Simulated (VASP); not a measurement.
# C (Cmcm) in VASP: single point with r2SCAN

Aim: the single point of C with r2SCAN.

Program: VASP 6.6.1. These are calculated values, not measurements. Logs are shortened: lines on timing, memory, paths and dates and some standing lists are left out, and cuts for length are marked.

## 1. The cell of the first run

It takes space group Cmcm (No. 63, orthorhombic). Conventional cell: a = 2.456 Å, b = 4.254 Å, c = 7.124 Å, α = 90.00°, β = 90.00°, γ = 90.00°. C (site symmetry m2m) has 3 C at 1.42 Å within 1.9 Å. Within 1.9 Å of C (site symmetry m2m) lie 3 C at 1.42 Å.

## 2. Single point, r2SCAN (mode 1 (-20.9 1/cm) frozen in, largest displacement +0.250 Å)

POSCAR

```
C
1.0
    1.2279212041      2.1267565396      0.0000000000
    1.2279212041     -2.1267565396      0.0000000000
    0.0000000000      0.0000000000     -7.1235273225
C
4
Direct
    0.2254788733      0.7745211267      0.0000000000
    0.6079289821      0.3920710179      0.5000000000
    0.8920710179      0.1079289821      0.0000000000
    0.2745211267      0.7254788733      0.5000000000
```

INCAR.step1

```
SYSTEM = C
PREC     = Accurate       ! precision mode
ENCUT    = 520            ! plane-wave cutoff, eV
ISMEAR   = 0              ! smearing method
SIGMA    = 0.05           ! smearing width, eV
LREAL    = .FALSE.        ! projectors in reciprocal space
LASPH    = .TRUE.         ! aspherical terms in the spheres
NELM     = 80             ! most SCF steps
NBANDS   = 16             ! bands
GGA      = PE             ! functional
ALGO     = Normal         ! electronic algorithm
EDIFF    = 1E-4           ! SCF threshold, eV
LWAVE    = .TRUE.         ! write WAVECAR
LCHARG   = .FALSE.        ! write CHGCAR
```

INCAR.step2

```
SYSTEM = C
PREC     = Accurate       ! precision mode
ENCUT    = 520            ! plane-wave cutoff, eV
EDIFF    = 1E-6           ! SCF threshold, eV
ISMEAR   = 0              ! smearing method
SIGMA    = 0.05           ! smearing width, eV
LREAL    = .FALSE.        ! projectors in reciprocal space
LASPH    = .TRUE.         ! aspherical terms in the spheres
NELM     = 80             ! most SCF steps
ALGO     = Normal         ! electronic algorithm
ISIF     = 2              ! what is computed and relaxed
LWAVE    = .FALSE.        ! write WAVECAR
LCHARG   = .FALSE.        ! write CHGCAR
METAGGA  = R2SCAN         ! meta-GGA
LMIXTAU  = .TRUE.       
NBANDS   = 16             ! bands
ISTART   = 1
```

KPOINTS

```
Automatic mesh
0
G
  12 12 4
  0 0 0
```

Potentials or basis: VASP PAW PBE potentials, release 64 (C).

Run with:

```bash
> cat potpaw_PBE.64/C/POTCAR > POTCAR
> cp INCAR.step1 INCAR
> mpirun -np 1 vasp_std > vasp.out
> cp INCAR.step2 INCAR
> mpirun -np 1 vasp_std > vasp.out
```

OUTCAR:

```text
SYSTEM = C
   PREC = Accurate
   ENCUT = 520
   EDIFF = 1E-6
   ISMEAR = 0
   LREAL = .FALSE.
   LASPH = .TRUE.
   NELM = 80
   ISIF = 2
   METAGGA = R2SCAN
   ISTART = 1

 ion  position               nearest neighbor table
   1  0.225  0.775  0.000-   3 1.42   3 1.42   3 1.42
   2  0.608  0.392  0.500-   4 1.42   4 1.42   4 1.42
   3  0.892  0.108  0.000-   1 1.42   1 1.42   1 1.42
   4  0.275  0.725  0.500-   2 1.42   2 1.42   2 1.42

  LATTYP: Found a base centered orthorhombic cell.
 ALAT       =     2.4558424082
 B/A-ratio  =     1.7319975683
 C/A-ratio  =     2.9006451305

  Lattice vectors:

 A1 = (   1.2279212041,   2.1267565396,   0.0000000000)
 A2 = (   1.2279212041,  -2.1267565396,   0.0000000000)
 A3 = (   0.0000000000,   0.0000000000,  -7.1235273225)

Analysis of symmetry for initial positions (statically):
=====================================================================
 Subroutine PRICEL returns:
 Original cell was already a primitive cell.

 Routine SETGRP: Setting up the symmetry group for a
 base centered orthorhombic supercell.

 Subroutine GETGRP returns: Found  8 space group operations
 (whereof  4 operations were pure point group operations)
 out of a pool of  8 trial point group operations.

The static configuration has the point symmetry C_2v.
 The point group associated with its full space group is D_2h.

Analysis of symmetry for dynamics (positions and initial velocities):
=====================================================================
 Subroutine PRICEL returns:
 Original cell was already a primitive cell.

 Routine SETGRP: Setting up the symmetry group for a
 base centered orthorhombic supercell.

 Subroutine GETGRP returns: Found  8 space group operations
 (whereof  4 operations were pure point group operations)
 out of a pool of  8 trial point group operations.

The dynamic configuration has the point symmetry C_2v.
 The point group associated with its full space group is D_2h.

 Subroutine INISYM returns: Found  8 space group operations
 (whereof  4 operations are pure point group operations),
 and found     1 'primitive' translations

----------------------------------------------------------------------------------------

                                     Primitive cell

  volume of cell :      37.2060

  direct lattice vectors                    reciprocal lattice vectors
     1.227921204  2.126756540  0.000000000     0.407192252  0.235099783  0.000000000
     1.227921204 -2.126756540  0.000000000     0.407192252 -0.235099783  0.000000000
     0.000000000  0.000000000 -7.123527323     0.000000000  0.000000000 -0.140379893

  length of vectors
     2.455785793  2.455785793  7.123527323     0.470188726  0.470188726  0.140379893

  position of ions in fractional coordinates (direct lattice)
     0.225478873  0.774521127  0.000000000
     0.607928982  0.392071018  0.500000000
     0.892071018  0.107928982  0.000000000
     0.274521127  0.725478873  0.500000000

  ion indices of the primitive-cell ions
   primitive index   ion index
                 1           1
                 2           2
                 3           3
                 4           4

----------------------------------------------------------------------------------------

 KPOINTS: Automatic mesh

Automatic generation of k-mesh.
 Grid dimensions read from file:
 generate k-points for:   12   12    4

 Generating k-lattice:

  Cartesian coordinates                     Fractional coordinates (reciprocal lattice)
     0.033932688  0.019591649  0.000000000     0.083333333  0.000000000  0.000000000
     0.033932688 -0.019591649  0.000000000     0.000000000  0.083333333  0.000000000
     0.000000000  0.000000000 -0.035094973     0.000000000  0.000000000  0.250000000

  Length of vectors
     0.039182394  0.039182394  0.035094973

  Shift w.r.t. Gamma in fractional coordinates (k-lattice)
     0.000000000  0.000000000  0.000000000

 Subroutine IBZKPT returns following result:
 ===========================================

 Found    129 irreducible k-points:

 Following reciprocal coordinates:
            Coordinates               Weight
  0.000000  0.000000  0.000000      1.000000
  0.083333  0.000000  0.000000      4.000000
  0.166667  0.000000  0.000000      4.000000
  0.250000  0.000000  0.000000      4.000000
  0.333333  0.000000  0.000000      4.000000
  0.416667  0.000000  0.000000      4.000000
[... 16 lines left out ...]
  0.500000  0.166667  0.000000      4.000000
 -0.416667  0.166667  0.000000      4.000000
 [... further k-points ...]
   k-points           NKPTS =    129   k-points in BZ     NKDIM =    129   number of bands    NBANDS=     16
   number of dos      NEDOS =    301   number of ions     NIONS =      4
   total plane-waves  NPLWV =  17496
   dimension x,y,z NGX =    18 NGY =   18 NGZ =   54
   dimension x,y,z NGXF=    36 NGYF=   36 NGZF=  108
   ions per type =               4
   NGX,Y,Z   is equivalent  to a cutoff of  12.19, 12.19, 12.60 a.u.
   NGXF,Y,Z  is equivalent  to a cutoff of  24.37, 24.37, 25.20 a.u.
 SYSTEM =  C
   PREC   = accura    normal or accurate (medium, high low for compatibility)
   ISTART =      1    job   : 0-new  1-cont  2-samecut
   ICHARG =      0    charge: 1-file 2-atom 10-const
   ISPIN  =      1    spin polarized calculation?
   LNONCOLLINEAR =      F non collinear calculations
   LSORBIT =      F    spin-orbit coupling
   LASPH  =      T    aspherical Exc in radial PAW
   ENCUT  =  520.0 eV  38.22 Ry    6.18 a.u.   4.57  4.57 13.25*2*pi/ulx,y,z
   NELM   =     80;   NELMIN=  2; NELMDL=  0     # of ELM steps
   EDIFF  = 0.1E-05   stopping-criterion for ELM
   LREAL  =      F    real-space projection
   EDIFFG = 0.1E-04   stopping-criterion for IOM
   NSW    =      0    number of steps for IOM
   IBRION =     -1    ionic relax: 0-MD 1-quasi-New 2-CG
   NFREE  =      0    steps in history (QN), initial steepest desc. (CG)
   ISIF   =      2    stress and relaxation
   ISYM   =      2    0-nonsym 1-usesym 2-fastsym
   POTIM  = 0.5000    time-step for ionic-motion
   TEBEG  =    0.0;   TEEND  =   0.0 temperature during run
   PSTRESS=    0.0 pullay stress
   NELECT =      16.0000    total number of electrons
   NUPDOWN=      -1.0000    fix difference up-down
   EMIN   =  10.00;   EMAX   =-10.00  energy-range for DOS
   EFERMI =   0.00;   METHOD = LEGACY
   ISMEAR =     0;   SIGMA  =   0.05  broadening in eV -4-tet -1-fermi 0-gaus
   EFERMI_NEDOS =   21; number of points for ismear=-14 and -15
   IALGO  =     38    algorithm
   IMIX   =      4    mixing-type and parameters
     AMIX     =   0.40;   BMIX     =  1.00
     AMIX_MAG =   1.60;   BMIX_MAG =  1.00
  volume/ion in A,a.u.               =       9.30        62.77
  Fermi-wavevector in a.u.,A,eV,Ry     =   1.235692  2.335120 20.775221  1.526936
  Thomas-Fermi vector in A             =   2.370331
   LORBIT       =      0    0 simple, 1 ext, 2 COOP (PROOUT), +10 PAW based schemes
   METAGGA = R2SCAN    functional components
   LHFCALC =     F    Hartree Fock is set to
   AEXX    =    0.0000 exact exchange contribution
   IVDW    =     0    specifies the selected vdW correction
   LEPSILON=     F    determine dielectric tensor
   LRPA    =     F    only Hartree local field effects (RPA)
 non-spin polarized calculation
 Gauss-broadening in eV      SIGMA  =   0.05
  energy-cutoff  :      520.00
  volume of cell :       37.21
 maximum number of plane-waves:      1024
   NGX =  9   NGY =  9   NGZ = 27

 number of electron      15.9999997 magnetization

 Free energy of the ion-electron system (eV)
  ---------------------------------------------------
  ext. energy  EPLUGINS =         0.00000000
  ---------------------------------------------------
  free energy    TOTEN  =       -39.74354581 eV

  energy without entropy =      -39.74301901  energy(sigma->0) =      -39.74328241

 E-fermi :   4.1786     XC(G=0): -10.7164

 val. band max:        4.1779990826   @ k =   0.3333   0.3333   0.5000
 cond. band min:       4.1827463653   @ k =   0.3333   0.3333   0.5000
 fundamental gap:      0.0047472827
 Fermi energy:         4.1786095294

 k-point     1 :       0.0000    0.0000    0.0000
  band No.  band energies     occupation
      1     -16.7572      2.00000
      2     -16.5740      2.00000
      3      -4.6425      2.00000
      4      -3.1692      2.00000
      5       0.9543      2.00000
      6       0.9692      2.00000
[... 8 lines left out ...]
     15      16.6392      0.00000
     16      16.7716      0.00000

 k-point     2 :       0.0833    0.0000    0.0000
  band No.  band energies     occupation
      1     -16.5818      2.00000
      2     -16.4005      2.00000
      3      -4.4303      2.00000
      4      -2.9665      2.00000
      5       0.2493      2.00000
      6       0.2697      2.00000
[... 8 lines left out ...]
     15      15.9799      0.00000
     16      16.1575      0.00000

 k-point     3 :       0.1667    0.0000    0.0000
  band No.  band energies     occupation
      1     -16.0574      2.00000
      2     -15.8818      2.00000
      3      -3.7985      2.00000
      4      -2.3647      2.00000
      5      -1.5249      2.00000
      6      -1.4867      2.00000
[... 8 lines left out ...]
     15      15.6229      0.00000
     16      15.6430      0.00000

 k-point     4 :       0.2500    0.0000    0.0000
  band No.  band energies     occupation
      1     -15.1904      2.00000
      2     -15.0241      2.00000
      3      -3.7862      2.00000
      4      -3.7271      2.00000
      5      -2.7634      2.00000
      6      -1.3878      2.00000
[... 8 lines left out ...]
     15      18.3600      0.00000
     16      18.3787      0.00000

 k-point     5 :       0.3333    0.0000    0.0000
  band No.  band energies     occupation
      1     -13.9945      2.00000
      2     -13.8411      2.00000
      3      -6.1510      2.00000
      4      -6.0709      2.00000
      5      -1.9829      2.00000
      6      -1.9566      2.00000
[... 8 lines left out ...]
     15      19.9336      0.00000
     16      21.4328      0.00000

 k-point     6 :       0.4167    0.0000    0.0000
  band No.  band energies     occupation
      1     -12.5061      2.00000
      2     -12.3710      2.00000
      3      -8.3937      2.00000
      4      -8.2966      2.00000
      5      -2.4876      2.00000
      6      -2.4602      2.00000
[... 8 lines left out ...]
     15      18.0482      0.00000
     16      20.4777      0.00000
[... 267 lines left out ...]
 k-point    21 :       0.3333    0.1667    0.0000
  band No.  band energies     occupation
      1     -12.0239      2.00000
      2     -11.8944      2.00000
      3      -8.0529      2.00000
      4      -7.9623      2.00000
      5      -4.4067      2.00000
      6      -4.3530      2.00000
[... 8 lines left out ...]
     15      17.5963      0.00000
     16      17.9211      0.00000

 k-point    22 :       0.4167    0.1667    0.0000
  band No.  band energies     occupation
      1     -10.7077      2.00000
      2     -10.6608      2.00000
      3      -9.5118      2.00000
      4      -9.4802      2.00000
      5      -4.6058      2.00000
      6      -4.5507      2.00000
[... 8 lines left out ...]
     15      16.8813      0.00000
     16      17.3596      0.00000

 k-point    23 :       0.5000    0.1667    0.0000
  band No.  band energies     occupation
      1     -12.0240      2.00000
      2     -11.8938      2.00000
      3      -8.0501      2.00000
      4      -7.9646      2.00000
      5      -4.4062      2.00000
      6      -4.3546      2.00000
[... 8 lines left out ...]
     15      17.9178      0.00000
     16      18.1342      0.00000

 k-point    24 :      -0.4167    0.1667    0.0000
  band No.  band energies     occupation
      1     -13.4915      2.00000
      2     -13.3431      2.00000
      3      -6.0064      2.00000
      4      -5.9486      2.00000
      5      -3.7836      2.00000
      6      -3.7447      2.00000
[... 8 lines left out ...]
     15      17.5934      0.00000
     16      18.2660      0.00000

 [... further k-points ...]

------------------------ aborting loop because EDIFF is reached ----------------------------------------

  FORCE on cell =-STRESS in cart. coord.  units (eV):
  Direction    XX          YY          ZZ          XY          YZ          ZX
  --------------------------------------------------------------------------------------
  -------------------------------------------------------------------------------------
  Total        0.2875484      0.2383042     -0.0859519      0.0000000      0.0000000      0.0000000
  in kB       12.3824944     10.2619263     -3.7012853      0.0000000      0.0000000      0.0000000
  external PRESSURE =       6.3143784 kB  Pullay stress =       0.0000000 kB

 VOLUME and BASIS-vectors are now :
 -----------------------------------------------------------------------------
  energy-cutoff  :      520.00
  volume of cell :       37.21
      direct lattice vectors                 reciprocal lattice vectors
     1.227921204  2.126756540  0.000000000     0.407192252  0.235099783  0.000000000
     1.227921204 -2.126756540  0.000000000     0.407192252 -0.235099783  0.000000000
     0.000000000  0.000000000 -7.123527323     0.000000000  0.000000000 -0.140379893

 POSITION                                       TOTAL-FORCE (eV/Angst)
 -----------------------------------------------------------------------------------
      1.22792     -1.16768      0.00000         0.000000     -0.013284      0.000000
      1.22792      0.45908     -3.56176         0.000000     -0.015283      0.000000
      1.22792      1.66768      0.00000         0.000000      0.015283      0.000000
      1.22792     -0.95908     -3.56176         0.000000      0.013284      0.000000
 -----------------------------------------------------------------------------------
    total drift:                               -0.000000     -0.000000      0.000000

  FREE ENERGIE OF THE ION-ELECTRON SYSTEM (eV)
  ---------------------------------------------------
  free  energy   TOTEN  =       -39.7435458127 eV

  energy  without entropy=      -39.7430190073  energy(sigma->0) =      -39.74328241
```

Wall time 2.9 min (1 thread of Intel Xeon Platinum 8488C (Sapphire Rapids), shared host); peak memory 0.18 GiB.

What came out:

```yaml
Free_energy: -39.7435 eV
Pressure: 0.6 GPa
Largest_force: 0.015 eV/Å
```

Forces on the atoms (eV/Å):
```
C    0.000 -0.013  0.000
C    0.000 -0.015  0.000
C    0.000  0.015  0.000
C    0.000  0.013  0.000
```

Levels at points of the mesh, in eV from the Fermi level:
| k point | band 5 | band 6 | band 7 | band 8 | band 9 | band 10 | band 11 | band 12 |
| --- | --- | --- | --- | --- | --- | --- | --- | --- |
| (0.00, 0.00, 0.00) | -3.22 | -3.21 | -3.21 | -3.21 | 3.93 | 8.72 | 8.72 | 8.73 |
| (0.50, 0.00, 0.00) | -6.84 | -6.81 | -2.76 | -2.39 | 1.70 | 2.10 | 7.66 | 7.90 |
| (0.50, 0.50, 0.00) | -6.84 | -6.81 | -2.93 | -2.16 | 1.42 | 2.32 | 7.64 | 7.91 |
| (0.00, 0.00, 0.50) | -3.22 | -3.22 | -3.21 | -3.21 | 6.25 | 6.25 | 8.73 | 8.73 |
| (0.50, 0.00, 0.50) | -6.83 | -6.83 | -2.53 | -2.53 | 1.77 | 1.77 | 7.78 | 7.78 |
| (0.50, 0.50, 0.50) | -6.83 | -6.83 | -2.54 | -2.54 | 1.78 | 1.78 | 7.77 | 7.77 |

Caveat: the cell differs from its parent crystal (mode 1 (-20.9 1/cm) frozen in, largest displacement +0.250 Å); the PAW data sets were made with another functional, which shifts forces and pressure a little.
